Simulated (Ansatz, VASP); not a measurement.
## One calculation of Ge, two programs

File INCAR:

```
SYSTEM = Ge
ALGO     = Normal         ! electronic algorithm
EDIFF    = 1E-6           ! SCF threshold, eV
ENCUT    = 500            ! plane-wave cutoff, eV
GGA      = PE             ! functional
GGA_COMPAT= .False.      
ISIF     = 2              ! what is computed and relaxed
ISMEAR   = 1              ! smearing method
LASPH    = .True.         ! aspherical terms in the spheres
LCHARG   = .False.        ! write CHGCAR
LREAL    = .False.        ! projectors in reciprocal space
LWAVE    = .False.        ! write WAVECAR
NBANDS   = 21             ! bands
NELM     = 120            ! most SCF steps
PREC     = Accurate       ! precision mode
SIGMA    = 0.05           ! smearing width, eV
```

KPOINTS

```
k-points
0
Gamma
  6 6 6
  0 0 0
```

Contents of POSCAR:

```
Ge
1.0
    0.0000000000      2.8368735121      2.8368735121
    2.8368735121      0.0000000000      2.8368735121
    2.8368735121      2.8368735121      0.0000000000
Ge
2
Direct
    0.0000000000      0.0000000000      0.0000000000
    0.2500000000      0.2500000000      0.2500000000
```

Input for Ansatz:

```yaml
crystal:
  lattice:
    - [0.0, 2.8368735121, 2.8368735121]
    - [2.8368735121, 0.0, 2.8368735121]
    - [2.8368735121, 2.8368735121, 0.0]
  atoms:
    - { symbol: Ge, position: [0.0, 0.0, 0.0] }
    - { symbol: Ge, position: [0.25, 0.25, 0.25] }
kpoints:
  mp_grid: { grid: [6, 6, 6] }
hamiltonian:
  xc: pbe
scf:
  occupations: { method: cold, width: 0.05 }
  n_extra_bands: 4
output:
  forces: true
  stress: true
  eigenvalues: true
```

Alike in both runs: task single point; functional PBE; k mesh 6 × 6 × 6; no spin polarisation.

|  | VASP | Ansatz |
| --- | --- | --- |
| version | VASP 6.6.1 | Ansatz 0.2.0 |
| potentials or method | VASP PAW PBE potentials, release 64 (Ge_d) | plane waves |
| plane-wave cutoff (eV) | 500 | 420 |
| occupations | methfessel-paxton of order 1, width 0.05 eV | cold, width 0.05 eV |
| valence electrons in the cell | 28 | 28 |

Ansatz gave:

```
pressure (GPa) : 3.2
```

Task: Which values does VASP return?

Result: Pressure (GPa): 3.0.
